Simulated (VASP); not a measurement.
# MnHg (Pm-3m) in VASP: single point with PBE

Aim: the single point of MnHg with PBE.

Everything below comes from runs of VASP 6.6.1. Logs are shortened: lines on timing, memory, paths and dates and some standing lists are left out, and cuts for length are marked.

## Step 1: The cell of the first run

It takes space group Pm-3m (No. 221, cubic). The conventional cell has a = 3.315 Å, b = 3.315 Å, c = 3.315 Å, α = 90.00°, β = 90.00°, γ = 90.00°. Within 3.8 Å of Mn (site symmetry m-3m) lie 8 Hg at 2.87 Å and 6 Mn at 3.31 to 3.32 Å. Within 3.8 Å of Hg (site symmetry m-3m) lie 8 Mn at 2.87 Å and 6 Hg at 3.31 Å.

## Step 2: Single point, PBE, collinear spin, antiferromagnetic start

INCAR reads:

```
SYSTEM = MnHg
  ALGO = Normal
  EDIFF = 1E-7
  ENCUT = 520
  GGA = PE
  ISIF = 2
  ISMEAR = -1
  ISPIN = 2
  LASPH = .TRUE.
  LCHARG = .TRUE.
  LELF = .TRUE.
  LMAXMIX = 4
  LORBIT = 11
  LREAL = .FALSE.
  LVHAR = .TRUE.
  LWAVE = .FALSE.
  MAGMOM = 4 -4 0 0
  NBANDS = 37
  NELM = 150
  PREC = Accurate
  SIGMA = 0.1
```

KPOINTS reads:

```
k-points
0
G
  9 9 5
  0 0 0
```

POSCAR reads:

```
MnHg
1.0
    3.3150000000      0.0000000000      0.0000000000
    0.0000000000      3.3150000000      0.0000000000
    0.0000000000      0.0000000000      6.6300000000
Mn Hg
2 2
Direct
    0.5000000000      0.5000000000      0.2500000000
    0.5000000000      0.5000000000      0.7500000000
    0.0000000000      0.0000000000      0.0000000000
    0.0000000000      0.0000000000      0.5000000000
```

Potentials or basis: VASP PAW PBE potentials, release 64 (Mn_pv, Hg).

Command:

```
cat potpaw_PBE.64/Mn_pv/POTCAR potpaw_PBE.64/Hg/POTCAR > POTCAR
mpirun -np 1 vasp_std > vasp.out
```

OUTCAR:

```text
SYSTEM = MnHg
   EDIFF = 1E-7
   ENCUT = 520
   GGA = PE
   ISIF = 2
   ISMEAR = -1
   ISPIN = 2
   LASPH = .TRUE.
   LORBIT = 11
   LREAL = .FALSE.
   NELM = 150
   PREC = Accurate

 ion  position               nearest neighbor table
   1  0.500  0.500  0.250-   3 2.87   4 2.87   3 2.87   4 2.87   3 2.87   4 2.87   3 2.87   4 2.87

   2  0.500  0.500  0.750-   3 2.87   4 2.87   3 2.87   4 2.87   3 2.87   4 2.87   3 2.87   4 2.87

   3  0.000  0.000  0.000-   1 2.87   2 2.87   1 2.87   2 2.87   1 2.87   2 2.87   1 2.87   2 2.87
                             4 3.31   4 3.31
   4  0.000  0.000  0.500-   1 2.87   2 2.87   1 2.87   2 2.87   1 2.87   2 2.87   1 2.87   2 2.87
                             3 3.31   3 3.31

  LATTYP: Found a simple tetragonal cell.
 ALAT       =     3.3150000000
 C/A-ratio  =     2.0000000000

  Lattice vectors:

 A1 = (   3.3150000000,   0.0000000000,   0.0000000000)
 A2 = (   0.0000000000,   3.3150000000,   0.0000000000)
 A3 = (   0.0000000000,   0.0000000000,   6.6300000000)

Analysis of symmetry for initial positions (statically):
=====================================================================
 Subroutine PRICEL returns following result:

  LATTYP: Found a simple cubic cell.
 ALAT       =     3.3150000000
[... 12 lines left out ...]
 Subroutine GETGRP returns: Found 16 space group operations
 (whereof 16 operations were pure point group operations)
 out of a pool of 16 trial point group operations.

The static configuration has the point symmetry D_4h.

Analysis of symmetry for dynamics (positions and initial velocities):
=====================================================================
 Subroutine PRICEL returns following result:

  LATTYP: Found a simple cubic cell.
 ALAT       =     3.3150000000
[... 12 lines left out ...]
 Subroutine GETGRP returns: Found 16 space group operations
 (whereof 16 operations were pure point group operations)
 out of a pool of 16 trial point group operations.

The dynamic configuration has the point symmetry D_4h.

Analysis of structural, dynamic, and magnetic symmetry:
=====================================================================
 Subroutine PRICEL returns following result:

  LATTYP: Found a simple cubic cell.
 ALAT       =     3.3150000000
[... 12 lines left out ...]
 Subroutine GETGRP returns: Found 16 space group operations
 (whereof 16 operations were pure point group operations)
 out of a pool of 16 trial point group operations.

The overall configuration has the point symmetry D_4h.

 Subroutine INISYM returns: Found 16 space group operations
 (whereof 16 operations are pure point group operations),
 and found     2 'primitive' translations

----------------------------------------------------------------------------------------

                                     Primitive cell

  volume of cell :      36.4293

  direct lattice vectors                    reciprocal lattice vectors
     3.315000000  0.000000000  0.000000000     0.301659125  0.000000000  0.000000000
     0.000000000  3.315000000  0.000000000     0.000000000  0.301659125  0.000000000
     0.000000000  0.000000000  3.315000000     0.000000000  0.000000000  0.301659125

  length of vectors
     3.315000000  3.315000000  3.315000000     0.301659125  0.301659125  0.301659125

  position of ions in fractional coordinates (direct lattice)
     0.500000000  0.500000000  0.500000000
     0.000000000  0.000000000  0.000000000

  ion indices of the primitive-cell ions
   primitive index   ion index
                 1           1
                 2           3

----------------------------------------------------------------------------------------

 KPOINTS: k-points

Automatic generation of k-mesh.
 Grid dimensions read from file:
 generate k-points for:    9    9    5

 Generating k-lattice:

  Cartesian coordinates                     Fractional coordinates (reciprocal lattice)
     0.033517681  0.000000000  0.000000000     0.111111111  0.000000000  0.000000000
     0.000000000  0.033517681  0.000000000     0.000000000  0.111111111  0.000000000
     0.000000000  0.000000000  0.030165913     0.000000000  0.000000000  0.200000000

  Length of vectors
     0.033517681  0.033517681  0.030165913

  Shift w.r.t. Gamma in fractional coordinates (k-lattice)
     0.000000000  0.000000000  0.000000000

 Subroutine IBZKPT returns following result:
 ===========================================

 Found     45 irreducible k-points:

 Following reciprocal coordinates:
            Coordinates               Weight
  0.000000  0.000000  0.000000      1.000000
  0.111111  0.000000  0.000000      4.000000
  0.222222  0.000000  0.000000      4.000000
  0.333333  0.000000  0.000000      4.000000
  0.444444  0.000000  0.000000      4.000000
  0.111111  0.111111  0.000000      4.000000
[... 16 lines left out ...]
  0.333333  0.111111  0.200000     16.000000
  0.444444  0.111111  0.200000     16.000000
 [... further k-points ...]
   k-points           NKPTS =     45   k-points in BZ     NKDIM =     45   number of bands    NBANDS=     37
   number of dos      NEDOS =    301   number of ions     NIONS =      4
   total plane-waves  NPLWV =  39200
   dimension x,y,z NGX =    28 NGY =   28 NGZ =   50
   dimension x,y,z NGXF=    56 NGYF=   56 NGZF=  100
   ions per type =               2   2
   NGX,Y,Z   is equivalent  to a cutoff of  14.04, 14.04, 12.54 a.u.
   NGXF,Y,Z  is equivalent  to a cutoff of  28.08, 28.08, 25.07 a.u.
 SYSTEM =  MnHg
   PREC   = accura    normal or accurate (medium, high low for compatibility)
   ISTART =      0    job   : 0-new  1-cont  2-samecut
   ICHARG =      2    charge: 1-file 2-atom 10-const
   ISPIN  =      2    spin polarized calculation?
   LNONCOLLINEAR =      F non collinear calculations
   LSORBIT =      F    spin-orbit coupling
   LASPH  =      T    aspherical Exc in radial PAW
   ENCUT  =  520.0 eV  38.22 Ry    6.18 a.u.   6.16  6.16 12.33*2*pi/ulx,y,z
   NELM   =    150;   NELMIN=  2; NELMDL= -5     # of ELM steps
   EDIFF  = 0.1E-06   stopping-criterion for ELM
   LREAL  =      F    real-space projection
   EDIFFG = 0.1E-05   stopping-criterion for IOM
   NSW    =      0    number of steps for IOM
   IBRION =     -1    ionic relax: 0-MD 1-quasi-New 2-CG
   NFREE  =      0    steps in history (QN), initial steepest desc. (CG)
   ISIF   =      2    stress and relaxation
   ISYM   =      2    0-nonsym 1-usesym 2-fastsym
   POTIM  = 0.5000    time-step for ionic-motion
   TEBEG  =    0.0;   TEEND  =   0.0 temperature during run
   PSTRESS=    0.0 pullay stress
   NELECT =      50.0000    total number of electrons
   NUPDOWN=      -1.0000    fix difference up-down
   EMIN   =  10.00;   EMAX   =-10.00  energy-range for DOS
   EFERMI =   0.00;   METHOD = LEGACY
   ISMEAR =    -1;   SIGMA  =   0.10  broadening in eV -4-tet -1-fermi 0-gaus
   EFERMI_NEDOS =   21; number of points for ismear=-14 and -15
   IALGO  =     38    algorithm
   IMIX   =      4    mixing-type and parameters
     AMIX     =   0.40;   BMIX     =  1.00
     AMIX_MAG =   1.60;   BMIX_MAG =  1.00
  volume/ion in A,a.u.               =      18.21       122.92
  Fermi-wavevector in a.u.,A,eV,Ry     =   1.444014  2.728790 28.370534  2.085175
  Thomas-Fermi vector in A             =   2.562356
   LORBIT       =     11    0 simple, 1 ext, 2 COOP (PROOUT), +10 PAW based schemes
   GGA     = PE    functional components
   LHFCALC =     F    Hartree Fock is set to
   AEXX    =    0.0000 exact exchange contribution
   IVDW    =     0    specifies the selected vdW correction
   LEPSILON=     F    determine dielectric tensor
   LRPA    =     F    only Hartree local field effects (RPA)
 spin polarized calculation
  energy-cutoff  :      520.00
  volume of cell :       72.86
 maximum number of plane-waves:      1980
 NGX is ok and might be reduce to    28
   NGX = 13   NGY = 13   NGZ = 25

 number of electron      50.0000020 magnetization      -0.0000000

 number of electron      50.0000020 magnetization       0.0000000

 Free energy of the ion-electron system (eV)
  ---------------------------------------------------
  ext. energy  EPLUGINS =         0.00000000
  ---------------------------------------------------
  free energy    TOTEN  =       -17.12420526 eV

  energy without entropy =      -17.02507404  energy(sigma->0) =      -17.07463965

 E-fermi :   5.5597     XC(G=0): -11.6812

 val. band max:        5.5531909456   @ k =   0.2222   0.0000   0.4000
 cond. band min:       5.5603378026   @ k =   0.4444   0.3333   0.0000
 fundamental gap:      0.0071468570
 Fermi energy:         5.5596592198

 spin component 1

 k-point     1 :       0.0000    0.0000    0.0000
  band No.  band energies     occupation
      1     -44.6445      1.00000
      2     -44.6437      1.00000
      3     -44.6437      1.00000
      4     -40.6386      1.00000
      5     -40.6219      1.00000
      6     -40.6219      1.00000
[... 949 lines left out ...]
     36      15.1934      0.00000
     37      15.7001      0.00000

 [... further k-points ...]

 spin component 2

 k-point     1 :       0.0000    0.0000    0.0000
  band No.  band energies     occupation
      1     -44.6445      1.00000
      2     -44.6437      1.00000
      3     -44.6437      1.00000
      4     -40.6386      1.00000
      5     -40.6219      1.00000
      6     -40.6219      1.00000
[... 949 lines left out ...]
     36      15.1934      0.00000
     37      15.7001      0.00000

 [... further k-points ...]

------------------------ aborting loop because EDIFF is reached ----------------------------------------

  FORCE on cell =-STRESS in cart. coord.  units (eV):
  Direction    XX          YY          ZZ          XY          YZ          ZX
  --------------------------------------------------------------------------------------
  -------------------------------------------------------------------------------------
  Total        0.2449905      0.2449905      0.2307495      0.0000000     -0.0000000     -0.0000000
  in kB        5.3874009      5.3874009      5.0742380      0.0000000     -0.0000000     -0.0000000
  external PRESSURE =       5.2830133 kB  Pullay stress =       0.0000000 kB

 VOLUME and BASIS-vectors are now :
 -----------------------------------------------------------------------------
  energy-cutoff  :      520.00
  volume of cell :       72.86
      direct lattice vectors                 reciprocal lattice vectors
     3.315000000  0.000000000  0.000000000     0.301659125  0.000000000  0.000000000
     0.000000000  3.315000000  0.000000000     0.000000000  0.301659125  0.000000000
     0.000000000  0.000000000  6.630000000     0.000000000  0.000000000  0.150829563

 POSITION                                       TOTAL-FORCE (eV/Angst)
 -----------------------------------------------------------------------------------
      1.65750      1.65750      1.65750         0.000000      0.000000      0.000000
      1.65750      1.65750      4.97250         0.000000      0.000000      0.000000
      0.00000      0.00000      0.00000        -0.000000     -0.000000      0.000000
      0.00000      0.00000      3.31500        -0.000000     -0.000000      0.000000
 -----------------------------------------------------------------------------------
    total drift:                                0.000000      0.000000      0.000000

  FREE ENERGIE OF THE ION-ELECTRON SYSTEM (eV)
  ---------------------------------------------------
  free  energy   TOTEN  =       -17.1242052573 eV

  energy  without entropy=      -17.0250740449  energy(sigma->0) =      -17.07463965

 total charge

# of ion       s       p       d       tot
------------------------------------------
    1        0.253   6.173   4.979  11.404
    2        0.253   6.173   4.979  11.404
    3        0.831   0.507   9.252  10.589
    4        0.831   0.507   9.252  10.589
--------------------------------------------------
tot          2.167  13.359  28.460  43.986

 magnetization (x)

# of ion       s       p       d       tot
------------------------------------------
    1        0.038   0.030   3.748   3.817
    2       -0.038  -0.030  -3.748  -3.817
    3        0.000   0.000   0.000   0.000
    4        0.000   0.000   0.000   0.000
--------------------------------------------------
tot          0.000   0.000   0.000   0.000
```

It took 6.3 min on 1 thread of Intel Xeon 8259CL, shared host; peak memory 0.34 GiB.

Results:

* Free energy: -17.1242 eV
* Pressure: 0.5 GPa
* Band gap on the k mesh: zero (filled and empty bands overlap)
* Net moment: 0.00 μB per cell
* Site moments: Mn +3.82, -3.82; Hg +0.00 μB
* Valence electrons inside the program's atomic spheres: Mn 11.40; Hg 10.59

Levels at points of the mesh, in eV from the Fermi level:
Spin up:
```
           k point  band 23  band 24  band 25  band 26  band 27  band 28
(0.00, 0.00, 0.00)    -2.37    -2.23     0.10     0.95     0.95     1.24
```
Spin down:
```
           k point  band 22  band 23  band 24  band 25  band 26  band 27  band 28  band 29
(0.00, 0.00, 0.00)    -2.50    -2.37    -2.23     0.10     0.95     0.95     1.24     1.36
```

Caveat: the antiferromagnetic order is the one typed at the start, and another may lie lower; spin-orbit coupling is left out, which moves the levels of the heavy elements.
